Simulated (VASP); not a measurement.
# SiC (F-43m) in VASP: further runs

Runs on SiC. Level: PBEsol. Tasks: single point.

All numbers are computed with VASP 6.6.1; they aren't measurements. Logs are shortened: lines on timing, memory, paths and dates and some standing lists are left out, and cuts for length are marked.

**Measured values to compare with.**

From “Insight into the structural, elastic and electronic properties of a new orthorhombic 6O-SiC polytype”, 2020, pmc:7200658, for a bulk crystal of SiC: band gap 2.4 eV (indirect).

How close the calculation comes is told below.

## (1) The cell of the first run

It takes space group F-43m (No. 216, cubic). Conventional cell: a = 4.270 Å, b = 4.270 Å, c = 4.270 Å, α = 90.00°, β = 90.00°, γ = 90.00°. Si (site symmetry -43m) has 4 C at 1.85 Å within 2.5 Å. C (site symmetry -43m) has 4 Si at 1.85 Å within 2.5 Å.

## (2) Single point, PBEsol

Contents of INCAR:

```
SYSTEM = SiC
ALGO     = Normal         ! electronic algorithm
EDIFF    = 1E-7           ! SCF threshold, eV
ENCUT    = 520            ! plane-wave cutoff, eV
GGA      = PS             ! functional
ISIF     = 2              ! what is computed and relaxed
ISMEAR   = 0              ! smearing method
LASPH    = .TRUE.         ! aspherical terms in the spheres
LCHARG   = .FALSE.        ! write CHGCAR
LREAL    = .FALSE.        ! projectors in reciprocal space
LWAVE    = .FALSE.        ! write WAVECAR
NBANDS   = 11             ! bands
NELM     = 60             ! most SCF steps
PREC     = Accurate       ! precision mode
SIGMA    = 0.01           ! smearing width, eV
```

Contents of KPOINTS:

```
k-points
0
G
  10 10 10
  0 0 0
```

Contents of POSCAR:

```
SiC
1.0
    2.1351072847      2.1351072847      0.0000000000
   -2.1351072847      2.1351072847      0.0000000000
    0.0000000000      2.1351072847      2.1351072847
Si C
1 1
Direct
    0.0000000000      0.0000000000      0.0000000000
    0.7500000000      0.2500000000      0.5000000000
```

Potentials or basis: VASP PAW PBE potentials, release 64 (Si, C).

On the command line:

```console
$ cat potpaw_PBE.64/Si/POTCAR potpaw_PBE.64/C/POTCAR > POTCAR
$ mpirun -np 1 vasp_std > vasp.out
```

OUTCAR:

```text
SYSTEM = SiC
   EDIFF = 1E-7
   ENCUT = 520
   GGA = PS
   ISIF = 2
   ISMEAR = 0
   LASPH = .TRUE.
   LREAL = .FALSE.
   NELM = 60
   PREC = Accurate

 ion  position               nearest neighbor table
   1  0.000  0.000  0.000-   2 1.85   2 1.85   2 1.85   2 1.85
   2  0.750  0.250  0.500-   1 1.85   1 1.85   1 1.85   1 1.85

  LATTYP: Found a face centered cubic cell.
 ALAT       =     4.2702145694

  Lattice vectors:

 A1 = (   0.0000000000,   2.1351072847,   2.1351072847)
 A2 = (   2.1351072847,   0.0000000000,   2.1351072847)
 A3 = (   2.1351072847,   2.1351072847,   0.0000000000)

Analysis of symmetry for initial positions (statically):
=====================================================================
 Subroutine PRICEL returns:
 Original cell was already a primitive cell.

 Routine SETGRP: Setting up the symmetry group for a
 face centered cubic supercell.

 Subroutine GETGRP returns: Found 24 space group operations
 (whereof 24 operations were pure point group operations)
 out of a pool of 48 trial point group operations.

The static configuration has the point symmetry T_d .

Analysis of symmetry for dynamics (positions and initial velocities):
=====================================================================
 Subroutine PRICEL returns:
 Original cell was already a primitive cell.

 Routine SETGRP: Setting up the symmetry group for a
 face centered cubic supercell.

 Subroutine GETGRP returns: Found 24 space group operations
 (whereof 24 operations were pure point group operations)
 out of a pool of 48 trial point group operations.

The dynamic configuration has the point symmetry T_d .

 Subroutine INISYM returns: Found 24 space group operations
 (whereof 24 operations are pure point group operations),
 and found     1 'primitive' translations

----------------------------------------------------------------------------------------

                                     Primitive cell

  volume of cell :      19.4666

  direct lattice vectors                    reciprocal lattice vectors
     2.135107285  2.135107285  0.000000000     0.234180270  0.234180270 -0.234180270
    -2.135107285  2.135107285  0.000000000    -0.234180270  0.234180270 -0.234180270
     0.000000000  2.135107285  2.135107285     0.000000000  0.000000000  0.468360540

  length of vectors
     3.019497679  3.019497679  3.019497679     0.405612125  0.405612125  0.468360540

  position of ions in fractional coordinates (direct lattice)
     0.000000000  0.000000000  0.000000000
     0.750000000  0.250000000  0.500000000

  ion indices of the primitive-cell ions
   primitive index   ion index
                 1           1
                 2           2

----------------------------------------------------------------------------------------

 KPOINTS: k-points

Automatic generation of k-mesh.
 Grid dimensions read from file:
 generate k-points for:   10   10   10

 Generating k-lattice:

  Cartesian coordinates                     Fractional coordinates (reciprocal lattice)
     0.023418027  0.023418027 -0.023418027     0.100000000  0.000000000  0.000000000
    -0.023418027  0.023418027 -0.023418027     0.000000000  0.100000000  0.000000000
     0.000000000  0.000000000  0.046836054     0.000000000  0.000000000  0.100000000

  Length of vectors
     0.040561213  0.040561213  0.046836054

  Shift w.r.t. Gamma in fractional coordinates (k-lattice)
     0.000000000  0.000000000  0.000000000

 Subroutine IBZKPT returns following result:
 ===========================================

 Found     47 irreducible k-points:

 Following reciprocal coordinates:
            Coordinates               Weight
  0.000000  0.000000  0.000000      1.000000
  0.100000  0.000000  0.000000      8.000000
  0.200000  0.000000  0.000000      8.000000
  0.300000  0.000000  0.000000      8.000000
  0.400000  0.000000  0.000000      8.000000
  0.500000  0.000000  0.000000      4.000000
[... 16 lines left out ...]
  0.300000  0.300000  0.000000     12.000000
  0.400000  0.300000  0.000000     24.000000
 [... further k-points ...]
   k-points           NKPTS =     47   k-points in BZ     NKDIM =     47   number of bands    NBANDS=     11
   number of dos      NEDOS =    301   number of ions     NIONS =      2
   total plane-waves  NPLWV =  13824
   dimension x,y,z NGX =    24 NGY =   24 NGZ =   24
   dimension x,y,z NGXF=    48 NGYF=   48 NGZF=   48
   ions per type =               1   1
   NGX,Y,Z   is equivalent  to a cutoff of  13.21, 13.21, 13.21 a.u.
   NGXF,Y,Z  is equivalent  to a cutoff of  26.43, 26.43, 26.43 a.u.
 SYSTEM =  SiC
   PREC   = accura    normal or accurate (medium, high low for compatibility)
   ISTART =      0    job   : 0-new  1-cont  2-samecut
   ICHARG =      2    charge: 1-file 2-atom 10-const
   ISPIN  =      1    spin polarized calculation?
   LNONCOLLINEAR =      F non collinear calculations
   LSORBIT =      F    spin-orbit coupling
   LASPH  =      T    aspherical Exc in radial PAW
   ENCUT  =  520.0 eV  38.22 Ry    6.18 a.u.   5.61  5.61  5.61*2*pi/ulx,y,z
   NELM   =     60;   NELMIN=  2; NELMDL= -5     # of ELM steps
   EDIFF  = 0.1E-06   stopping-criterion for ELM
   LREAL  =      F    real-space projection
   EDIFFG = 0.1E-05   stopping-criterion for IOM
   NSW    =      0    number of steps for IOM
   IBRION =     -1    ionic relax: 0-MD 1-quasi-New 2-CG
   NFREE  =      0    steps in history (QN), initial steepest desc. (CG)
   ISIF   =      2    stress and relaxation
   ISYM   =      2    0-nonsym 1-usesym 2-fastsym
   POTIM  = 0.5000    time-step for ionic-motion
   TEBEG  =    0.0;   TEEND  =   0.0 temperature during run
   PSTRESS=    0.0 pullay stress
   NELECT =       8.0000    total number of electrons
   NUPDOWN=      -1.0000    fix difference up-down
   EMIN   =  10.00;   EMAX   =-10.00  energy-range for DOS
   EFERMI =   0.00;   METHOD = LEGACY
   ISMEAR =     0;   SIGMA  =   0.01  broadening in eV -4-tet -1-fermi 0-gaus
   EFERMI_NEDOS =   21; number of points for ismear=-14 and -15
   IALGO  =     38    algorithm
   IMIX   =      4    mixing-type and parameters
     AMIX     =   0.40;   BMIX     =  1.00
     AMIX_MAG =   1.60;   BMIX_MAG =  1.00
  volume/ion in A,a.u.               =       9.73        65.68
  Fermi-wavevector in a.u.,A,eV,Ry     =   1.217144  2.300068 20.156193  1.481438
  Thomas-Fermi vector in A             =   2.352474
   LORBIT       =      0    0 simple, 1 ext, 2 COOP (PROOUT), +10 PAW based schemes
   GGA     = PS    functional components
   LHFCALC =     F    Hartree Fock is set to
   AEXX    =    0.0000 exact exchange contribution
   IVDW    =     0    specifies the selected vdW correction
   LEPSILON=     F    determine dielectric tensor
   LRPA    =     F    only Hartree local field effects (RPA)
 non-spin polarized calculation
 Gauss-broadening in eV      SIGMA  =   0.01
  energy-cutoff  :      520.00
  volume of cell :       19.47
 maximum number of plane-waves:       544
   NGX = 11   NGY = 11   NGZ = 11

 number of electron       7.9999999 magnetization

 Free energy of the ion-electron system (eV)
  ---------------------------------------------------
  ext. energy  EPLUGINS =         0.00000000
  ---------------------------------------------------
  free energy    TOTEN  =       -15.85792029 eV

  energy without entropy =      -15.85792029  energy(sigma->0) =      -15.85792029

 E-fermi :   8.8856     XC(G=0): -11.7698

 val. band max:        8.7567558493   @ k =   0.0000   0.0000   0.0000
 cond. band min:       9.9325816847   @ k =   0.5000   0.5000   0.0000
 fundamental gap:      1.1758258354
 Fermi energy:         8.8856393617

 k-point     1 :       0.0000    0.0000    0.0000
  band No.  band energies     occupation
      1      -7.1561      2.00000
      2       8.7568      2.00000
      3       8.7568      2.00000
      4       8.7568      2.00000
      5      15.6581      0.00000
      6      16.4328      0.00000
      7      16.4328      0.00000
      8      16.4328      0.00000
      9      23.5777      0.00000
     10      23.5777      0.00000
     11      25.9806      0.00000

 k-point     2 :       0.1000    0.0000    0.0000
  band No.  band energies     occupation
      1      -6.9503      2.00000
      2       7.7323      2.00000
      3       8.6207      2.00000
      4       8.6207      2.00000
      5      15.8007      0.00000
      6      16.6859      0.00000
      7      16.6859      0.00000
      8      16.8163      0.00000
      9      22.5498      0.00000
     10      22.5498      0.00000
     11      25.3614      0.00000

 k-point     3 :       0.2000    0.0000    0.0000
  band No.  band energies     occupation
      1      -6.3410      2.00000
      2       5.5437      2.00000
      3       8.3085      2.00000
      4       8.3085      2.00000
      5      15.4390      0.00000
      6      17.0268      0.00000
      7      17.0268      0.00000
      8      18.0562      0.00000
      9      21.8629      0.00000
     10      21.8629      0.00000
     11      24.4592      0.00000

 k-point     4 :       0.3000    0.0000    0.0000
  band No.  band energies     occupation
      1      -5.3616      2.00000
      2       3.1287      2.00000
      3       7.9875      2.00000
      4       7.9875      2.00000
      5      15.0341      0.00000
      6      16.7914      0.00000
      7      16.7914      0.00000
      8      18.9056      0.00000
      9      22.7958      0.00000
     10      22.7958      0.00000
     11      24.3169      0.00000
[... 239 lines left out ...]
 k-point    22 :      -0.2000    0.2000    0.0000
  band No.  band energies     occupation
      1      -6.0689      2.00000
      2       6.3907      2.00000
      3       7.2456      2.00000
      4       7.2456      2.00000
      5      13.9094      0.00000
      6      16.1286      0.00000
      7      18.8689      0.00000
      8      18.8689      0.00000
      9      20.0411      0.00000
     10      24.7969      0.00000
     11      28.5578      0.00000

 k-point    23 :       0.3000    0.3000    0.0000
  band No.  band energies     occupation
      1      -2.8154      2.00000
      2       1.8318      2.00000
      3       3.2112      2.00000
      4       6.9089      2.00000
      5      13.2430      0.00000
      6      18.5378      0.00000
      7      19.0979      0.00000
      8      20.1858      0.00000
      9      22.5937      0.00000
     10      23.1020      0.00000
     11      30.4215      0.00000

 k-point    24 :       0.4000    0.3000    0.0000
  band No.  band energies     occupation
      1      -2.1100      2.00000
      2       1.1674      2.00000
      3       3.2455      2.00000
      4       6.3559      2.00000
      5      12.3469      0.00000
      6      17.7809      0.00000
      7      20.0303      0.00000
      8      20.7976      0.00000
      9      22.6016      0.00000
     10      24.6789      0.00000
     11      30.9829      0.00000

 [... further k-points ...]
[... 5 lines left out ...]
  --------------------------------------------------------------------------------------
  -------------------------------------------------------------------------------------
  Total        1.8707695      1.8707695      1.8707695      0.0000000     -0.0000000      0.0000000
  in kB      153.9720003    153.9720003    153.9720003      0.0000000     -0.0000000      0.0000000
  external PRESSURE =     153.9720003 kB  Pullay stress =       0.0000000 kB

 VOLUME and BASIS-vectors are now :
 -----------------------------------------------------------------------------
  energy-cutoff  :      520.00
  volume of cell :       19.47
      direct lattice vectors                 reciprocal lattice vectors
     2.135107285  2.135107285  0.000000000     0.234180270  0.234180270 -0.234180270
    -2.135107285  2.135107285  0.000000000    -0.234180270  0.234180270 -0.234180270
     0.000000000  2.135107285  2.135107285     0.000000000  0.000000000  0.468360540

 POSITION                                       TOTAL-FORCE (eV/Angst)
 -----------------------------------------------------------------------------------
      0.00000      0.00000      0.00000        -0.000000      0.000000      0.000000
      1.06755      3.20266      1.06755         0.000000     -0.000000      0.000000
 -----------------------------------------------------------------------------------
    total drift:                               -0.000000      0.000000     -0.000000

  FREE ENERGIE OF THE ION-ELECTRON SYSTEM (eV)
  ---------------------------------------------------
  free  energy   TOTEN  =       -15.8579202916 eV

  energy  without entropy=      -15.8579202916  energy(sigma->0) =      -15.85792029
```

Run time: 9.1 s. Hardware: 1 thread of Intel Xeon 6975P-C, shared host; peak memory 0.13 GiB.

What came out:

```
Free energy            : -15.8579 eV
Pressure               : 15.4 GPa
Band gap on the k mesh : 1.18 eV, indirect (least direct gap 4.50 eV)
```

Levels at points of the mesh, in eV from the valence-band top:
```
           k point  band 2  band 3  band 4  band 5  band 6  band 7
(0.00, 0.00, 0.00)    0.00    0.00    0.00    6.90    7.68    7.68
(0.50, 0.00, 0.00)   -8.94   -1.07   -1.07    5.93    7.39    7.39
(0.50, 0.50, 0.00)   -8.04   -3.33   -3.33    1.18    4.42   14.67
```

Caveat: the PAW data sets were made with another functional, which shifts forces and pressure a little. A k mesh can miss the band edges.

## (3) Single point, PBEsol

This run uses another cell than the first one, of 10.43 Å³/atom, 1.072 times its volume.

Contents of INCAR:

```
SYSTEM = SiC
PREC = Accurate
ENCUT = 520
EDIFF = 1E-7
ISMEAR = 0
SIGMA = 0.01
LREAL = .FALSE.
LASPH = .TRUE.
NELM = 100
ALGO = Normal
ISIF = 2
LWAVE = .FALSE.
LCHARG = .TRUE.
GGA = PS
LELF = .TRUE.
LVHAR = .TRUE.
NBANDS = 11
```

Contents of KPOINTS:

```
regular mesh
0
G
  10 10 10
  0 0 0
```

Contents of POSCAR:

```
SiC
1.0
    2.1849582918      2.1849582918      0.0000000000
   -2.1849582918      2.1849582918      0.0000000000
    0.0000000000      2.1849582918      2.1849582918
Si C
1 1
Direct
    0.0000000000      0.0000000000      0.0000000000
    0.7500000000      0.2500000000      0.5000000000
```

Potentials or basis: VASP PAW PBE potentials, release 64 (Si, C).

On the command line:

```console
$ cat potpaw_PBE.64/Si/POTCAR potpaw_PBE.64/C/POTCAR > POTCAR
$ mpirun -np 1 vasp_std > vasp.out
```

It took 10 s on 1 thread of Intel Xeon 6975P-C, shared host; peak memory 0.14 GiB.

Results (log left out):

| Property | Result |
| --- | --- |
| Free energy | -15.9143 eV |
| Pressure | -1.6 GPa |
| Band gap on the k mesh | 1.24 eV, indirect (least direct gap 4.43 eV) |

Levels at points of the mesh, in eV from the valence-band top:
| k point | band 2 | band 3 | band 4 | band 5 | band 6 | band 7 |
| --- | --- | --- | --- | --- | --- | --- |
| (0.00, 0.00, 0.00) | 0.00 | 0.00 | 0.00 | 6.09 | 7.19 | 7.19 |
| (0.50, 0.00, 0.00) | -8.55 | -1.05 | -1.05 | 5.30 | 7.11 | 7.11 |
| (0.50, 0.50, 0.00) | -7.81 | -3.19 | -3.19 | 1.24 | 4.17 | 13.86 |

Caveat: the PAW data sets were made with another functional, which shifts forces and pressure a little. A k mesh can miss the band edges.

## (4) Single point, PBEsol

This run uses another cell than the first one, of 10.43 Å³/atom, 1.072 times its volume.

Contents of INCAR:

```
PREC = Accurate
ENCUT = 520
EDIFF = 1E-7
ISMEAR = 0
SIGMA = 0.01
LREAL = F
LASPH = T
NELM = 80
ALGO = Normal
ISIF = 2
LWAVE = F
LCHARG = F
GGA = PS
NBANDS = 11
```

Contents of KPOINTS:

```
Automatic mesh
0
Gamma
  10 10 10
```

POSCAR is that of step 3.

On the command line:

```console
$ cat potpaw_PBE.64/Si/POTCAR potpaw_PBE.64/C/POTCAR > POTCAR
$ mpirun -np 1 vasp_std > vasp.out
```

Run time: 10 s. Hardware: 1 thread of Intel Xeon 6975P-C, shared host; peak memory 0.13 GiB.

Results (log left out):

| Quantity | Value |
| --- | --- |
| Free energy | -15.9143 eV |
| Pressure | -1.6 GPa |
| Band gap on the k mesh | 1.24 eV, indirect (least direct gap 4.43 eV) |

Levels at points of the mesh, in eV from the valence-band top:
| k point | band 1 | band 2 | band 3 | band 4 | band 5 | band 6 | band 7 | band 8 | band 9 |
| --- | --- | --- | --- | --- | --- | --- | --- | --- | --- |
| (0.00, 0.00, 0.00) | -15.36 | 0.00 | 0.00 | 0.00 | 6.09 | 7.19 | 7.19 | 7.19 | 14.41 |
| (0.50, 0.00, 0.00) | -11.79 | -8.55 | -1.05 | -1.05 | 5.30 | 7.11 | 7.11 | 9.87 | 15.91 |
| (0.50, 0.50, 0.00) | -10.33 | -7.81 | -3.19 | -3.19 | 1.24 | 4.17 | 13.86 | 13.86 | 14.57 |

Caveat: the PAW data sets were made with another functional, which shifts forces and pressure a little.

## (5) How close it comes

Step 4. Against the measured gap of SiC, 2.4 eV (indirect; quoted in “Insight into the structural, elastic and electronic properties of a new orthorhombic 6O-SiC polytype”, 2020, pmc:7200658), the calculated 1.24 eV is off by -1.16 eV. The value is that of PBEsol on a finite k mesh, which can miss the band edges, without temperature or zero-point motion. Semilocal functionals fall short of measured gaps as a rule.
